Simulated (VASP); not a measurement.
# NaH (P4mm) in VASP: further runs

NaH is run at these levels: PBEsol; tasks: single point.

Everything below comes from runs of VASP 6.6.1. Logs are shortened: lines on timing, memory, paths and dates and some standing lists are left out, and cuts for length are marked.

## (1) The cell of the first run

It takes space group P4mm (No. 99, tetragonal). The conventional cell has a = 2.955 Å, b = 2.955 Å, c = 2.955 Å, α = 90.00°, β = 90.00°, γ = 90.00°. Na (site symmetry 4mm) has 8 H at 2.52 to 2.60 Å and 6 Na at 2.96 Å within 3.3 Å. H (site symmetry 4mm) has 8 Na at 2.52 to 2.60 Å and 6 H at 2.96 Å within 3.3 Å.

## (2) Single point, PBEsol

Input file INCAR:

```
SYSTEM = NaH
PREC = Accurate
ENCUT = 500
EDIFF = 1E-6
ISMEAR = 0
SIGMA = 0.05
LREAL = .False.
LASPH = .True.
NELM = 120
ALGO = Normal
ISIF = 2
LWAVE = .False.
LCHARG = .False.
GGA = PS
NBANDS = 11
GGA_COMPAT = .False.
```

Input file KPOINTS:

```
Automatic mesh
0
Gamma
  10 10 10
  0 0 0
```

Input file POSCAR:

```
NaH
1.0
    2.9551240000      0.0000000000      0.0000000000
    0.0000000000      2.9551240000      0.0000000000
    0.0000000000      0.0000000000      2.9551240000
Na H
1 1
Direct
   -0.0253796457      0.0000000000      0.0000000000
    0.5000000000      0.5000000000      0.5000000000
```

Potentials or basis: VASP PAW PBE potentials, release 64 (Na_pv, H).

Run with:

```sh
$ cat potpaw_PBE.64/Na_pv/POTCAR potpaw_PBE.64/H/POTCAR > POTCAR
$ mpirun -np 1 vasp_std > vasp.out
```

OUTCAR:

```text
SYSTEM = NaH
   PREC = Accurate
   ENCUT = 500
   EDIFF = 1E-6
   ISMEAR = 0
   LREAL = .False.
   LASPH = .True.
   NELM = 120
   ISIF = 2
   GGA = PS

 ion  position               nearest neighbor table
   1  0.975  0.000  0.000-
   2  0.500  0.500  0.500-

  LATTYP: Found a simple cubic cell.
 ALAT       =     2.9551240000

  Lattice vectors:

 A1 = (   2.9551240000,   0.0000000000,   0.0000000000)
 A2 = (   0.0000000000,   2.9551240000,   0.0000000000)
 A3 = (   0.0000000000,   0.0000000000,   2.9551240000)

Analysis of symmetry for initial positions (statically):
=====================================================================
 Subroutine PRICEL returns:
 Original cell was already a primitive cell.

 Routine SETGRP: Setting up the symmetry group for a
 simple cubic supercell.

 Subroutine GETGRP returns: Found  8 space group operations
 (whereof  8 operations were pure point group operations)
 out of a pool of 48 trial point group operations.

The static configuration has the point symmetry C_4v.

Analysis of symmetry for dynamics (positions and initial velocities):
=====================================================================
 Subroutine PRICEL returns:
 Original cell was already a primitive cell.

 Routine SETGRP: Setting up the symmetry group for a
 simple cubic supercell.

 Subroutine GETGRP returns: Found  8 space group operations
 (whereof  8 operations were pure point group operations)
 out of a pool of 48 trial point group operations.

The dynamic configuration has the point symmetry C_4v.

 Subroutine INISYM returns: Found  8 space group operations
 (whereof  8 operations are pure point group operations),
 and found     1 'primitive' translations

----------------------------------------------------------------------------------------

                                     Primitive cell

  volume of cell :      25.8064

  direct lattice vectors                    reciprocal lattice vectors
     2.955124000  0.000000000  0.000000000     0.338395275  0.000000000  0.000000000
     0.000000000  2.955124000  0.000000000     0.000000000  0.338395275  0.000000000
     0.000000000  0.000000000  2.955124000     0.000000000  0.000000000  0.338395275

  length of vectors
     2.955124000  2.955124000  2.955124000     0.338395275  0.338395275  0.338395275

  position of ions in fractional coordinates (direct lattice)
     0.974620354  0.000000000  0.000000000
     0.500000000  0.500000000  0.500000000

  ion indices of the primitive-cell ions
   primitive index   ion index
                 1           1
                 2           2

----------------------------------------------------------------------------------------

 KPOINTS: Automatic mesh

Automatic generation of k-mesh.
 Grid dimensions read from file:
 generate k-points for:   10   10   10

 Generating k-lattice:

  Cartesian coordinates                     Fractional coordinates (reciprocal lattice)
     0.033839528  0.000000000  0.000000000     0.100000000  0.000000000  0.000000000
     0.000000000  0.033839528  0.000000000     0.000000000  0.100000000  0.000000000
     0.000000000  0.000000000  0.033839528     0.000000000  0.000000000  0.100000000

  Length of vectors
     0.033839528  0.033839528  0.033839528

  Shift w.r.t. Gamma in fractional coordinates (k-lattice)
     0.000000000  0.000000000  0.000000000

 Subroutine IBZKPT returns following result:
 ===========================================

 Found    126 irreducible k-points:

 Following reciprocal coordinates:
            Coordinates               Weight
  0.000000  0.000000  0.000000      1.000000
  0.100000  0.000000  0.000000      2.000000
  0.000000  0.100000  0.000000      4.000000
  0.200000  0.000000  0.000000      2.000000
  0.000000  0.200000  0.000000      4.000000
  0.300000  0.000000  0.000000      2.000000
[... 16 lines left out ...]
  0.500000  0.100000  0.000000      4.000000
  0.000000  0.500000  0.100000      4.000000
 [... further k-points ...]
   k-points           NKPTS =    126   k-points in BZ     NKDIM =    126   number of bands    NBANDS=     11
   number of dos      NEDOS =    301   number of ions     NIONS =      2
   total plane-waves  NPLWV =  13824
   dimension x,y,z NGX =    24 NGY =   24 NGZ =   24
   dimension x,y,z NGXF=    48 NGYF=   48 NGZF=   48
   ions per type =               1   1
   NGX,Y,Z   is equivalent  to a cutoff of  13.50, 13.50, 13.50 a.u.
   NGXF,Y,Z  is equivalent  to a cutoff of  27.00, 27.00, 27.00 a.u.
 SYSTEM =  NaH
   PREC   = accura    normal or accurate (medium, high low for compatibility)
   ISTART =      0    job   : 0-new  1-cont  2-samecut
   ICHARG =      2    charge: 1-file 2-atom 10-const
   ISPIN  =      1    spin polarized calculation?
   LNONCOLLINEAR =      F non collinear calculations
   LSORBIT =      F    spin-orbit coupling
   LASPH  =      T    aspherical Exc in radial PAW
   ENCUT  =  500.0 eV  36.75 Ry    6.06 a.u.   5.39  5.39  5.39*2*pi/ulx,y,z
   NELM   =    120;   NELMIN=  2; NELMDL= -5     # of ELM steps
   EDIFF  = 0.1E-05   stopping-criterion for ELM
   LREAL  =      F    real-space projection
   EDIFFG = 0.1E-04   stopping-criterion for IOM
   NSW    =      0    number of steps for IOM
   IBRION =     -1    ionic relax: 0-MD 1-quasi-New 2-CG
   NFREE  =      0    steps in history (QN), initial steepest desc. (CG)
   ISIF   =      2    stress and relaxation
   ISYM   =      2    0-nonsym 1-usesym 2-fastsym
   POTIM  = 0.5000    time-step for ionic-motion
   TEBEG  =    0.0;   TEEND  =   0.0 temperature during run
   PSTRESS=    0.0 pullay stress
   NELECT =       8.0000    total number of electrons
   NUPDOWN=      -1.0000    fix difference up-down
   EMIN   =  10.00;   EMAX   =-10.00  energy-range for DOS
   EFERMI =   0.00;   METHOD = LEGACY
   ISMEAR =     0;   SIGMA  =   0.05  broadening in eV -4-tet -1-fermi 0-gaus
   EFERMI_NEDOS =   21; number of points for ismear=-14 and -15
   IALGO  =     38    algorithm
   IMIX   =      4    mixing-type and parameters
     AMIX     =   0.40;   BMIX     =  1.00
     AMIX_MAG =   1.60;   BMIX_MAG =  1.00
  volume/ion in A,a.u.               =      12.90        87.08
  Fermi-wavevector in a.u.,A,eV,Ry     =   1.107973  2.093765 16.702564  1.227604
  Thomas-Fermi vector in A             =   2.244494
   LORBIT       =      0    0 simple, 1 ext, 2 COOP (PROOUT), +10 PAW based schemes
   GGA     = PS    functional components
   LHFCALC =     F    Hartree Fock is set to
   AEXX    =    0.0000 exact exchange contribution
   IVDW    =     0    specifies the selected vdW correction
   LEPSILON=     F    determine dielectric tensor
   LRPA    =     F    only Hartree local field effects (RPA)
 non-spin polarized calculation
 Gauss-broadening in eV      SIGMA  =   0.05
  energy-cutoff  :      500.00
  volume of cell :       25.81
 maximum number of plane-waves:       691
 NGX is ok and might be reduce to    24
   NGX = 11   NGY = 11   NGZ = 11

 number of electron       8.0000005 magnetization

 Free energy of the ion-electron system (eV)
  ---------------------------------------------------
  ext. energy  EPLUGINS =         0.00000000
  ---------------------------------------------------
  free energy    TOTEN  =        -4.78713119 eV

  energy without entropy =       -4.78713119  energy(sigma->0) =       -4.78713119

 E-fermi :   1.6435     XC(G=0):  -8.2590

 val. band max:        1.3667015415   @ k =   0.5000   0.5000   0.5000
 cond. band min:       2.1728900298   @ k =   0.5000   0.0000   0.0000
 fundamental gap:      0.8061884883
 Fermi energy:         1.6434904359

 k-point     1 :       0.0000    0.0000    0.0000
  band No.  band energies     occupation
      1     -23.1170      2.00000
      2     -23.1159      2.00000
      3     -23.1159      2.00000
      4      -4.6990      2.00000
      5       9.9873      0.00000
      6      12.0619      0.00000
      7      12.0742      0.00000
      8      13.6678      0.00000
      9      13.6678      0.00000
     10      13.7241      0.00000
     11      26.9309      0.00000

 k-point     2 :       0.1000    0.0000    0.0000
  band No.  band energies     occupation
      1     -23.1346      2.00000
      2     -23.1144      2.00000
      3     -23.1144      2.00000
      4      -4.5406      2.00000
      5       9.0049      0.00000
      6      11.1559      0.00000
      7      12.2399      0.00000
      8      13.7875      0.00000
      9      13.7875      0.00000
     10      15.9895      0.00000
     11      25.3797      0.00000

 k-point     3 :       0.0000    0.1000    0.0000
  band No.  band energies     occupation
      1     -23.1335      2.00000
      2     -23.1155      2.00000
      3     -23.1144      2.00000
      4      -4.5405      2.00000
      5       9.0145      0.00000
      6      11.1345      0.00000
      7      12.2305      0.00000
      8      13.7873      0.00000
      9      13.8204      0.00000
     10      15.9777      0.00000
     11      25.3737      0.00000

 k-point     4 :       0.2000    0.0000    0.0000
  band No.  band energies     occupation
      1     -23.1805      2.00000
      2     -23.1104      2.00000
      3     -23.1104      2.00000
      4      -4.0795      2.00000
      5       6.7443      0.00000
      6      11.2470      0.00000
      7      12.7334      0.00000
      8      14.1401      0.00000
      9      14.1401      0.00000
     10      19.2433      0.00000
     11      23.1658      0.00000
[... 239 lines left out ...]
 k-point    22 :       0.1000    0.0000    0.4000
  band No.  band energies     occupation
      1     -23.2777      2.00000
      2     -23.1188      2.00000
      3     -23.1000      2.00000
      4      -2.4380      2.00000
      5       3.0705      0.00000
      6      10.9581      0.00000
      7      13.6781      0.00000
      8      15.5036      0.00000
      9      16.0865      0.00000
     10      18.4870      0.00000
     11      19.7508      0.00000

 k-point    23 :       0.5000    0.1000    0.0000
  band No.  band energies     occupation
      1     -23.2957      2.00000
      2     -23.1160      2.00000
      3     -23.0985      2.00000
      4      -2.0184      2.00000
      5       2.3507      0.00000
      6      11.2333      0.00000
      7      14.4864      0.00000
      8      15.0842      0.00000
      9      15.8887      0.00000
     10      19.0808      0.00000
     11      19.1440      0.00000

 k-point    24 :       0.0000    0.5000    0.1000
  band No.  band energies     occupation
      1     -23.2947      2.00000
      2     -23.1160      2.00000
      3     -23.0996      2.00000
      4      -2.0189      2.00000
      5       2.3556      0.00000
      6      11.2141      0.00000
      7      14.4884      0.00000
      8      15.0580      0.00000
      9      15.9260      0.00000
     10      19.0804      0.00000
     11      19.1574      0.00000

 [... further k-points ...]

------------------------ aborting loop because EDIFF is reached ----------------------------------------

  FORCE on cell =-STRESS in cart. coord.  units (eV):
  Direction    XX          YY          ZZ          XY          YZ          ZX
  --------------------------------------------------------------------------------------
  -------------------------------------------------------------------------------------
  Total       -0.0671810     -0.0707946     -0.0707946      0.0000000     -0.0000000     -0.0000000
  in kB       -4.1709011     -4.3952506     -4.3952506      0.0000000     -0.0000000     -0.0000000
  external PRESSURE =      -4.3204674 kB  Pullay stress =       0.0000000 kB

 VOLUME and BASIS-vectors are now :
 -----------------------------------------------------------------------------
  energy-cutoff  :      500.00
  volume of cell :       25.81
      direct lattice vectors                 reciprocal lattice vectors
     2.955124000  0.000000000  0.000000000     0.338395275  0.000000000  0.000000000
     0.000000000  2.955124000  0.000000000     0.000000000  0.338395275  0.000000000
     0.000000000  0.000000000  2.955124000     0.000000000  0.000000000  0.338395275

 POSITION                                       TOTAL-FORCE (eV/Angst)
 -----------------------------------------------------------------------------------
      2.88012      0.00000      0.00000         0.033252     -0.000000      0.000000
      1.47756      1.47756      1.47756        -0.033252      0.000000     -0.000000
 -----------------------------------------------------------------------------------
    total drift:                                0.000294      0.000000      0.000005

  FREE ENERGIE OF THE ION-ELECTRON SYSTEM (eV)
  ---------------------------------------------------
  free  energy   TOTEN  =        -4.7871311865 eV

  energy  without entropy=       -4.7871311865  energy(sigma->0) =       -4.78713119
```

Run time: 41 s. Hardware: 1 thread of AMD EPYC 7R13, shared host; peak memory 0.12 GiB.

What came out:

```yaml
Free_energy: -4.7871 eV
Pressure: -0.4 GPa
Largest_force: 0.033 eV/Å
Band_gap_on_the_k_mesh: 0.81 eV, indirect (least direct gap 4.31 eV)
```

Forces in eV/Å, atoms in the order of the input:
```
Na   0.033  0.000  0.000
H   -0.033  0.000  0.000
```

Caveat: the cell differs from its parent crystal (all Na atoms moved +0.075 Å, as atom 1 towards its neighbour atom 1 (Na) at 2.955 Å); the PAW data sets were made with another functional, which shifts forces and pressure a little. A k mesh can miss the band edges.

## (3) Single point, PBEsol

Input file INCAR:

```
ALGO     = Normal         # electronic algorithm
EDIFF    = 1E-6           # SCF threshold, eV
ENCUT    = 500            # plane-wave cutoff, eV
GGA      = PS             # functional
GGA_COMPAT= False        
ISIF     = 2              # what is computed and relaxed
ISMEAR   = 0              # smearing method
LASPH    = True           # aspherical terms in the spheres
LCHARG   = True           # write CHGCAR
LELF     = True           # ELF
LREAL    = False          # projectors in reciprocal space
LVHAR    = True         
LWAVE    = False          # write WAVECAR
NBANDS   = 11             # bands
NELM     = 120            # most SCF steps
PREC     = Accurate       # precision mode
SIGMA    = 0.05           # smearing width, eV
```

Input file KPOINTS:

```
k-points
0
Gamma
  10 10 10
```

Edit POSCAR of step 2 so:

```diff
@@ -8,3 +8,3 @@
 Direct
-   -0.0253796457      0.0000000000      0.0000000000
+   -0.0380694685      0.0000000000      0.0000000000
     0.5000000000      0.5000000000      0.5000000000
```

Potentials or basis: VASP PAW PBE potentials, release 64 (Na_pv, H).

Run with:

```sh
$ cat potpaw_PBE.64/Na_pv/POTCAR potpaw_PBE.64/H/POTCAR > POTCAR
$ mpirun -np 1 vasp_std > vasp.out
```

Run time: 41 s. Hardware: 1 thread of AMD EPYC 7R13, shared host; peak memory 0.12 GiB.

Results (log left out):

- Free energy: -4.7856 eV
- Pressure: -0.4 GPa
- Largest force: 0.049 eV/Å
- Band gap on the k mesh: 0.81 eV, indirect (least direct gap 4.30 eV)

Forces on the atoms (eV/Å):
```
Na   0.049  0.000  0.000
H   -0.049  0.000  0.000
```

Levels at points of the mesh, in eV from the valence-band top:
```
           k point  band 2  band 3  band 4  band 5  band 6  band 7
(0.00, 0.00, 0.00)  -24.47  -24.47   -6.06    8.60   10.69   10.71
(0.50, 0.00, 0.00)  -24.46  -24.46   -3.49    0.81   10.83   13.97
(0.00, 0.50, 0.00)  -24.46  -24.46   -3.50    0.82   10.77   13.97
(0.50, 0.50, 0.00)  -24.62  -24.44   -1.77    4.04    4.05    6.62
(0.00, 0.50, 0.50)  -24.62  -24.44   -1.78    4.04    4.04    6.63
(0.50, 0.50, 0.50)  -24.60  -24.60    0.00    6.68    6.68    6.70
```

Caveat: the cell differs from its parent crystal (all Na atoms moved +0.113 Å, as atom 1 towards its neighbour atom 1 (Na) at 2.955 Å); the PAW data sets were made with another functional, which shifts forces and pressure a little. A k mesh can miss the band edges.

## (4) Single point, PBEsol

Input file INCAR:

```
PREC = Accurate
ENCUT = 500
EDIFF = 1E-6
ISMEAR = 0
SIGMA = 0.05
LREAL = F
LASPH = T
NELM = 120
ALGO = Normal
ISIF = 2
LWAVE = F
LCHARG = F
GGA = PS
NBANDS = 11
GGA_COMPAT = F
```

Input file KPOINTS:

```
Automatic mesh
0
Gamma
  10 10 10
```

Edit POSCAR of step 3 so:

```diff
@@ -8,3 +8,3 @@
 Direct
-   -0.0380694685      0.0000000000      0.0000000000
+   -0.0126898228      0.0000000000      0.0000000000
     0.5000000000      0.5000000000      0.5000000000
```

Run with:

```sh
$ cat potpaw_PBE.64/Na_pv/POTCAR potpaw_PBE.64/H/POTCAR > POTCAR
$ mpirun -np 1 vasp_std > vasp.out
```

It took 49 s on 1 thread of AMD EPYC 7R13, shared host; peak memory 0.12 GiB.

It converged, with:

| Quantity | Value |
| --- | --- |
| Free energy | -4.7881 eV |
| Pressure | -0.5 GPa |
| Largest force | 0.016 eV/Å |
| Band gap on the k mesh | 0.80 eV, indirect (least direct gap 4.31 eV) |

Forces on the atoms (eV/Å):
```
Na   0.016  0.000  0.000
H   -0.016  0.000  0.000
```

Levels at points of the mesh, in eV from the valence-band top:
```
           k point  band 1  band 2  band 3  band 4  band 5  band 6  band 7  band 8
(0.00, 0.00, 0.00)  -24.49  -24.49  -24.49   -6.07    8.63   10.70   10.70   12.30
(0.50, 0.00, 0.00)  -24.67  -24.47  -24.47   -3.51    0.80   10.79   13.96   14.34
(0.00, 0.50, 0.00)  -24.67  -24.47  -24.47   -3.51    0.81   10.78   13.96   14.34
(0.50, 0.50, 0.00)  -24.64  -24.64  -24.46   -1.78    4.03    4.03    6.62   14.55
(0.00, 0.50, 0.50)  -24.64  -24.64  -24.46   -1.79    4.03    4.03    6.62   14.56
(0.50, 0.50, 0.50)  -24.61  -24.61  -24.61    0.00    6.66    6.66    6.67    8.88
```

Caveat: the cell differs from its parent crystal (all Na atoms moved +0.037 Å, as atom 1 towards its neighbour atom 1 (Na) at 2.955 Å); the PAW data sets were made with another functional, which shifts forces and pressure a little. A k mesh can miss the band edges.
